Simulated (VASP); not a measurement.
# CuO (Cc) in VASP: single point with PBE+U

Aim: the single point of CuO with PBE+U.

Everything below comes from runs of VASP 6.6.1. Logs are shortened: lines on timing, memory, paths and dates and some standing lists are left out, and cuts for length are marked.

### 1 The cell of the first run

It takes space group Cc (No. 9, monoclinic). Conventional cell: a = 4.689 Å, b = 3.427 Å, c = 5.132 Å, α = 90.00°, β = 99.65°, γ = 90.00°. Cu (site symmetry 1) has 4 O at 1.91 to 2.02 Å within 2.5 Å. Within 2.5 Å of O (site symmetry 1) lie 4 Cu at 1.91 to 2.02 Å.

### 2 Single point, PBE+U, collinear spin, ferromagnetic start

INCAR

```
PREC = Accurate
ENCUT = 520
EDIFF = 1E-7
ISMEAR = -1
SIGMA = 0.1
LREAL = F
LASPH = T
NELM = 150
ALGO = Normal
ISIF = 2
LWAVE = F
LCHARG = F
ISPIN = 2
MAGMOM = 1 1 0 0
LORBIT = 11
LMAXMIX = 4
LDAU = T
LDAUTYPE = 2
LDAUL = 2 -1
LDAUU = 4 0
LDAUJ = 0 0
LDAUPRINT = 1
GGA = PE
NBANDS = 29
```

KPOINTS

```
Automatic mesh
0
Gamma
  7 7 4
```

POSCAR

```
CuO
1.0
    2.3446500000     -1.7134000000      0.0000000000
    2.3446500000      1.7134000000      0.0000000000
   -0.8605500000      0.0000000000      5.0594400000
Cu O
2 2
Direct
    0.0032000000      0.4968000000      0.0000000000
    0.4968000000      0.0032000000      0.5000000000
    0.5714000000      0.4056000000      0.2537000000
    0.4056000000      0.5714000000      0.7537000000
```

Potentials or basis: VASP PAW PBE potentials, release 64 (Cu, O).

Started as:

```bash
$ cat potpaw_PBE.64/Cu/POTCAR potpaw_PBE.64/O/POTCAR > POTCAR
$ mpirun -np 1 vasp_std > vasp.out
```

OUTCAR:

```text
PREC = Accurate
   ENCUT = 520
   EDIFF = 1E-7
   ISMEAR = -1
   LREAL = F
   LASPH = T
   NELM = 150
   ISIF = 2
   ISPIN = 2
   LORBIT = 11
   GGA = PE

 ion  position               nearest neighbor table
   1  0.003  0.497  0.000-   4 1.91   3 1.93   4 1.98   3 2.02
   2  0.497  0.003  0.500-   3 1.91   4 1.93   3 1.98   4 2.02
   3  0.571  0.406  0.254-   2 1.91   1 1.93   2 1.98   1 2.02
   4  0.406  0.571  0.754-   1 1.91   2 1.93   1 1.98   2 2.02

  LATTYP: Found a base centered monoclinic cell.
 ALAT       =     4.6893000000
 B/A-ratio  =     0.7307700510
 C/A-ratio  =     1.0944283424
 COS(beta)  =    -0.1676798048

  Lattice vectors:

 A1 = (   2.3446500000,  -1.7134000000,   0.0000000000)
 A2 = (   2.3446500000,   1.7134000000,   0.0000000000)
 A3 = (  -0.8605500000,   0.0000000000,   5.0594400000)

Analysis of symmetry for initial positions (statically):
=====================================================================
 Subroutine PRICEL returns:
 Original cell was already a primitive cell.

 Routine SETGRP: Setting up the symmetry group for a
 base centered monoclinic supercell.

 Subroutine GETGRP returns: Found  2 space group operations
 (whereof  1 operations were pure point group operations)
 out of a pool of  4 trial point group operations.

The static configuration has the point symmetry C_1 .
 The point group associated with its full space group is C_1h.

Analysis of symmetry for dynamics (positions and initial velocities):
=====================================================================
 Subroutine PRICEL returns:
 Original cell was already a primitive cell.

 Routine SETGRP: Setting up the symmetry group for a
 base centered monoclinic supercell.

 Subroutine GETGRP returns: Found  2 space group operations
 (whereof  1 operations were pure point group operations)
 out of a pool of  4 trial point group operations.

The dynamic configuration has the point symmetry C_1 .
 The point group associated with its full space group is C_1h.

Analysis of structural, dynamic, and magnetic symmetry:
=====================================================================
 Subroutine PRICEL returns:
 Original cell was already a primitive cell.

 Routine SETGRP: Setting up the symmetry group for a
 base centered monoclinic supercell.

 Subroutine GETGRP returns: Found  2 space group operations
 (whereof  1 operations were pure point group operations)
 out of a pool of  4 trial point group operations.

The overall configuration has the point symmetry C_1 .
 The point group associated with its full space group is C_1h.

 Subroutine INISYM returns: Found  2 space group operations
 (whereof  1 operations are pure point group operations),
 and found     1 'primitive' translations

----------------------------------------------------------------------------------------

                                     Primitive cell

  volume of cell :      40.6508

  direct lattice vectors                    reciprocal lattice vectors
     2.344650000 -1.713400000  0.000000000     0.213251445 -0.291817439  0.036271510
     2.344650000  1.713400000  0.000000000     0.213251445  0.291817439  0.036271510
    -0.860550000  0.000000000  5.059440000     0.000000000  0.000000000  0.197650333

  length of vectors
     2.903984019  2.903984019  5.132102826     0.363248151  0.363248151  0.197650333

  position of ions in fractional coordinates (direct lattice)
     0.003200000  0.496800000  0.000000000
     0.496800000  0.003200000  0.500000000
     0.571400000  0.405600000  0.253700000
     0.405600000  0.571400000  0.753700000

  ion indices of the primitive-cell ions
   primitive index   ion index
                 1           1
                 2           2
                 3           3
                 4           4

----------------------------------------------------------------------------------------

 KPOINTS: Automatic mesh

Automatic generation of k-mesh.
 Grid dimensions read from file:
 generate k-points for:    7    7    4

 Generating k-lattice:

[... 82 lines left out ...]
  volume/ion in A,a.u.               =      10.16        68.58
  Fermi-wavevector in a.u.,A,eV,Ry     =   1.542451  2.914810 32.370373  2.379155
  Thomas-Fermi vector in A             =   2.648254
   LORBIT       =     11    0 simple, 1 ext, 2 COOP (PROOUT), +10 PAW based schemes
 LDA+U is selected, type is set to LDAUTYPE =  2
   angular momentum for each species LDAUL =     2   -1
   U (eV)           for each species LDAUU =   4.0  0.0
   J (eV)           for each species LDAUJ =   0.0  0.0
   GGA     = PE    functional components
   LHFCALC =     F    Hartree Fock is set to
   AEXX    =    0.0000 exact exchange contribution
   IVDW    =     0    specifies the selected vdW correction
   LEPSILON=     F    determine dielectric tensor
   LRPA    =     F    only Hartree local field effects (RPA)
 spin polarized calculation
  energy-cutoff  :      520.00
  volume of cell :       40.65
 maximum number of plane-waves:      1129
 NGX is ok and might be reduce to    24
   NGX = 11   NGY = 11   NGZ = 19

atom =   1  type =  1  l = 2

 onsite density matrix

spin component  1

  0.9644 -0.0000  0.0075 -0.0062  0.0016
 -0.0000  0.9890 -0.0004 -0.0227  0.0074
  0.0075 -0.0004  0.9745  0.0008 -0.0014
 -0.0062 -0.0227  0.0008  1.0034 -0.0102
  0.0016  0.0074 -0.0014 -0.0102  0.9769

spin component  2

  0.9492 -0.0394  0.0104  0.0469 -0.0160
 -0.0394  0.7939  0.0035  0.2436 -0.0813
  0.0104  0.0035  0.9696 -0.0046  0.0001
  0.0469  0.2436 -0.0046  0.6217  0.1155
 -0.0160 -0.0813  0.0001  0.1155  0.9271

 occupancies and eigenvectors

  o =  0.4034  v =  0.0000  0.0000  0.0000  0.0000  0.0000 -0.1151 -0.5539  0.0120  0.7817 -0.2620      0.0000  0.0000  0.0000  0.0000  0.0000  0.0000  0.0000  0.0000  0.0000  0.0000
  o =  0.9499  v =  0.0000  0.0000  0.0000  0.0000  0.0000  0.8506  0.1788 -0.4286  0.2235 -0.1047      0.0000  0.0000  0.0000  0.0000  0.0000  0.0000  0.0000  0.0000  0.0000  0.0000
  o =  0.9591  v =  0.8625  0.1608 -0.4328  0.1967 -0.0652  0.0000  0.0000  0.0000  0.0000  0.0000      0.0000  0.0000  0.0000  0.0000  0.0000  0.0000  0.0000  0.0000  0.0000  0.0000
  o =  0.9656  v =  0.0000  0.0000  0.0000  0.0000  0.0000 -0.0805 -0.0544 -0.1436 -0.3559 -0.9183      0.0000  0.0000  0.0000  0.0000  0.0000  0.0000  0.0000  0.0000  0.0000  0.0000
  o =  0.9670  v =  0.0000  0.0000  0.0000  0.0000  0.0000 -0.1495  0.7828  0.3230  0.4422 -0.2552      0.0000  0.0000  0.0000  0.0000  0.0000  0.0000  0.0000  0.0000  0.0000  0.0000
  o =  0.9726  v = -0.0421  0.6218  0.3476  0.5740  0.4017  0.0000  0.0000  0.0000  0.0000  0.0000      0.0000  0.0000  0.0000  0.0000  0.0000  0.0000  0.0000  0.0000  0.0000  0.0000
  o =  0.9736  v = -0.1396  0.4812  0.0498  0.0423 -0.8629  0.0000  0.0000  0.0000  0.0000  0.0000      0.0000  0.0000  0.0000  0.0000  0.0000  0.0000  0.0000  0.0000  0.0000  0.0000
  o =  0.9754  v =  0.0000  0.0000  0.0000  0.0000  0.0000  0.4842 -0.2133  0.8314 -0.1294 -0.1097      0.0000  0.0000  0.0000  0.0000  0.0000  0.0000  0.0000  0.0000  0.0000  0.0000
  o =  0.9791  v =  0.4767 -0.1979  0.8302 -0.1507 -0.1469  0.0000  0.0000  0.0000  0.0000  0.0000      0.0000  0.0000  0.0000  0.0000  0.0000  0.0000  0.0000  0.0000  0.0000  0.0000
  o =  1.0239  v = -0.0870 -0.5629  0.0111  0.7793 -0.2610  0.0000  0.0000  0.0000  0.0000  0.0000      0.0000  0.0000  0.0000  0.0000  0.0000  0.0000  0.0000  0.0000  0.0000  0.0000

atom =   2  type =  1  l = 2

 onsite density matrix

spin component  1

  0.9644 -0.0000 -0.0075  0.0062 -0.0016
 -0.0000  0.9890  0.0004  0.0227 -0.0074
 -0.0075  0.0004  0.9745  0.0008 -0.0014
  0.0062  0.0227  0.0008  1.0034 -0.0102
 -0.0016 -0.0074 -0.0014 -0.0102  0.9769

spin component  2

  0.9492 -0.0394 -0.0104 -0.0469  0.0160
 -0.0394  0.7939 -0.0035 -0.2436  0.0813
 -0.0104 -0.0035  0.9696 -0.0046  0.0001
 -0.0469 -0.2436 -0.0046  0.6217  0.1155
  0.0160  0.0813  0.0001  0.1155  0.9271

 occupancies and eigenvectors

  o =  0.4034  v =  0.0000  0.0000  0.0000  0.0000  0.0000  0.1151  0.5539  0.0120  0.7817 -0.2620      0.0000  0.0000  0.0000  0.0000  0.0000  0.0000  0.0000  0.0000  0.0000  0.0000
  o =  0.9499  v =  0.0000  0.0000  0.0000  0.0000  0.0000 -0.8506 -0.1788 -0.4286  0.2235 -0.1047      0.0000  0.0000  0.0000  0.0000  0.0000  0.0000  0.0000  0.0000  0.0000  0.0000
  o =  0.9591  v =  0.8625  0.1608  0.4328 -0.1967  0.0652  0.0000  0.0000  0.0000  0.0000  0.0000      0.0000  0.0000  0.0000  0.0000  0.0000  0.0000  0.0000  0.0000  0.0000  0.0000
  o =  0.9656  v =  0.0000  0.0000  0.0000  0.0000  0.0000  0.0805  0.0544 -0.1436 -0.3559 -0.9183      0.0000  0.0000  0.0000  0.0000  0.0000  0.0000  0.0000  0.0000  0.0000  0.0000
  o =  0.9670  v =  0.0000  0.0000  0.0000  0.0000  0.0000  0.1495 -0.7828  0.3230  0.4422 -0.2552      0.0000  0.0000  0.0000  0.0000  0.0000  0.0000  0.0000  0.0000  0.0000  0.0000
  o =  0.9726  v =  0.0421 -0.6218  0.3476  0.5740  0.4017  0.0000  0.0000  0.0000  0.0000  0.0000      0.0000  0.0000  0.0000  0.0000  0.0000  0.0000  0.0000  0.0000  0.0000  0.0000
  o =  0.9736  v = -0.1396  0.4812 -0.0498 -0.0423  0.8629  0.0000  0.0000  0.0000  0.0000  0.0000      0.0000  0.0000  0.0000  0.0000  0.0000  0.0000  0.0000  0.0000  0.0000  0.0000
  o =  0.9754  v =  0.0000  0.0000  0.0000  0.0000  0.0000 -0.4842  0.2133  0.8314 -0.1294 -0.1097      0.0000  0.0000  0.0000  0.0000  0.0000  0.0000  0.0000  0.0000  0.0000  0.0000
  o =  0.9791  v = -0.4767  0.1979  0.8302 -0.1507 -0.1469  0.0000  0.0000  0.0000  0.0000  0.0000      0.0000  0.0000  0.0000  0.0000  0.0000  0.0000  0.0000  0.0000  0.0000  0.0000
  o =  1.0239  v =  0.0870  0.5629  0.0111  0.7793 -0.2610  0.0000  0.0000  0.0000  0.0000  0.0000      0.0000  0.0000  0.0000  0.0000  0.0000  0.0000  0.0000  0.0000  0.0000  0.0000

 number of electron      33.9999999 magnetization       1.9504789

 Free energy of the ion-electron system (eV)
  ---------------------------------------------------
  ext. energy  EPLUGINS =         0.00000000
  ---------------------------------------------------
  free energy    TOTEN  =       -17.07733530 eV

  energy without entropy =      -17.06221745  energy(sigma->0) =      -17.06977637

 E-fermi :   5.3665     XC(G=0): -11.8481

 val. band max:        5.3592225560   @ k =  -0.4286   0.4286   0.0000
 cond. band min:       5.3751230917   @ k =   0.4286   0.4286   0.0000
 fundamental gap:      0.0159005357
 Fermi energy:         5.3664974475

 spin component 1

 k-point     1 :       0.0000    0.0000    0.0000
  band No.  band energies     occupation
      1     -14.2232      1.00000
      2     -12.8835      1.00000
      3      -2.8421      1.00000
      4      -1.6814      1.00000
      5      -1.3165      1.00000
      6       0.3579      1.00000
[... 1529 lines left out ...]
     28      23.7834      0.00000
     29      25.6763      0.00000

 [... further k-points ...]

------------------------ aborting loop because EDIFF is reached ----------------------------------------

  FORCE on cell =-STRESS in cart. coord.  units (eV):
  Direction    XX          YY          ZZ          XY          YZ          ZX
  --------------------------------------------------------------------------------------
  -------------------------------------------------------------------------------------
  Total        1.0722074      1.2865242      1.3280346      0.0000000      0.0000000     -0.0554474
  in kB       42.2590900     50.7059937     52.3420510      0.0000000      0.0000000     -2.1853590
  external PRESSURE =      48.4357116 kB  Pullay stress =       0.0000000 kB

 VOLUME and BASIS-vectors are now :
 -----------------------------------------------------------------------------
  energy-cutoff  :      520.00
  volume of cell :       40.65
      direct lattice vectors                 reciprocal lattice vectors
     2.344650000 -1.713400000  0.000000000     0.213251445 -0.291817439  0.036271510
     2.344650000  1.713400000  0.000000000     0.213251445  0.291817439  0.036271510
    -0.860550000  0.000000000  5.059440000     0.000000000  0.000000000  0.197650333

 POSITION                                       TOTAL-FORCE (eV/Angst)
 -----------------------------------------------------------------------------------
      1.17233      0.84573      0.00000        -0.689452      0.301346      0.290870
      0.74205     -0.84573      2.52972        -0.689452     -0.301346      0.290870
      2.07240     -0.28408      1.28358         0.689452      0.107935     -0.290870
      1.64213      0.28408      3.81330         0.689452     -0.107935     -0.290870
 -----------------------------------------------------------------------------------
    total drift:                               -0.000119      0.000000     -0.000487

  FREE ENERGIE OF THE ION-ELECTRON SYSTEM (eV)
  ---------------------------------------------------
  free  energy   TOTEN  =       -17.0773353019 eV

  energy  without entropy=      -17.0622174456  energy(sigma->0) =      -17.06977637

 total charge

# of ion       s       p       d       tot
------------------------------------------
    1        0.377   0.389   9.149   9.915
    2        0.377   0.389   9.149   9.915
    3        1.558   3.437   0.000   4.995
    4        1.558   3.437   0.000   4.995
--------------------------------------------------
tot          3.871   7.652  18.297  29.820

 magnetization (x)

# of ion       s       p       d       tot
------------------------------------------
    1       -0.003   0.004   0.647   0.648
    2       -0.003   0.004   0.647   0.648
    3        0.019   0.270   0.000   0.289
    4        0.019   0.270   0.000   0.289
--------------------------------------------------
tot          0.032   0.547   1.294   1.873
```

It took 2.5 min on 1 thread of Intel Xeon 6975P-C, shared host; peak memory 0.24 GiB.

What came out:

```
Free energy                                           : -17.0773 eV
Pressure                                              : 4.8 GPa
Largest force                                         : 0.807 eV/Å
Net moment                                            : 1.95 μB per cell
Site moments                                          : Cu +0.65; O +0.29 μB
Valence electrons inside the program's atomic spheres : Cu 9.91; O 5.00
```

Forces in eV/Å, atoms in the order of the input:
```
Cu  -0.689  0.301  0.291
Cu  -0.689 -0.301  0.291
O    0.689  0.108 -0.291
O    0.689 -0.108 -0.291
```

Eigenvalues of the final occupation matrices:
| site | spin | trace | eigenvalues |
| --- | --- | --- | --- |
| site 1 d | 1 | 4.91 | 0.96 0.97 0.97 0.98 1.02 |
| site 1 d | 2 | 4.26 | 0.40 0.95 0.97 0.97 0.98 |
| site 2 d | 1 | 4.91 | 0.96 0.97 0.97 0.98 1.02 |
| site 2 d | 2 | 4.26 | 0.40 0.95 0.97 0.97 0.98 |
